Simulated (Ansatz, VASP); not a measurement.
## One calculation of Cd2S, two programs

```
Cd S
1.0
     5.88915    0.00000    0.00000
     0.00000    5.88915    0.00000
     0.00000    0.00000    5.88915
Cd S
4 2
Direct
  0.25000 0.25000 0.25000
  0.75000 0.75000 0.25000
  0.75000 0.25000 0.75000
  0.25000 0.75000 0.75000
  0.00000 0.00000 0.00000
  0.50000 0.50000 0.50000
```

Alike in both runs: functional PBE; k mesh 4 × 4 × 4; occupations gaussian, width 0.1 eV; no spin polarisation.

Ansatz relaxed the structure, and its values are those at the end. VASP's run is a single point on that final structure, the one shown.

|  | VASP | Ansatz |
| --- | --- | --- |
| version | VASP 6.6.1 | Ansatz 0.2.0 |
| potentials or method | VASP PAW PBE potentials, release 64 (Cd, S), cutoff 520 eV | scalar-relativistic, plane waves, PAW |
| valence electrons in the cell | 60 | 92 |

|  | VASP | Ansatz | Ansatz less VASP |
| --- | --- | --- | --- |
| gap on the k mesh at the Fermi level (eV) | none | none | - |
| pressure (GPa) | 0.5 | 0.3 | -0.19 |

A gap of «none» marks a metal or a gap that the smearing closes. VASP's potentials hold 60 valence electrons a cell and Ansatz's 92, so a difference there can come from the potentials and not from the codes.
